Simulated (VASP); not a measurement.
Here is a VASP 6.6.1 calculation.

File INCAR:

```
SYSTEM = La
  ALGO = Normal
  EDIFF = 1E-6
  ENCUT = 520
  GGA = PS
  ISIF = 2
  ISMEAR = -1
  LASPH = .TRUE.
  LCHARG = .FALSE.
  LREAL = .FALSE.
  LWAVE = .FALSE.
  NBANDS = 18
  NELM = 80
  PREC = Accurate
  SIGMA = 0.1
```

The input KPOINTS:

```
k-points
0
G
  9 9 9
  0 0 0
```

Contents of POSCAR:

```
La
1.0
    0.0000000000      3.4103397574      3.4103397574
    3.4103397574      0.0000000000      3.4103397574
    3.4103397574      3.4103397574      0.0000000000
La
2
Direct
    0.1250000000      0.1250000000      0.1250000000
    0.8750000000      0.8750000000      0.8750000000
```

Potentials or basis: VASP PAW PBE potentials, release 64 (La).

Command:

```console
$ cat potpaw_PBE.64/La/POTCAR > POTCAR
$ mpirun -np 1 vasp_std > vasp.out
```

Task: Predict the band gap on the k mesh.

Result: Zero (band 11 reaches 6.84 eV, above the bottom of band 12 at 6.50 eV).

Task: What does it give for the pressure?

Result: -4.2 GPa.

Caveat: the PAW data sets were made with another functional, which shifts forces and pressure a little; spin-orbit coupling is left out, which moves the levels of the heavy elements.
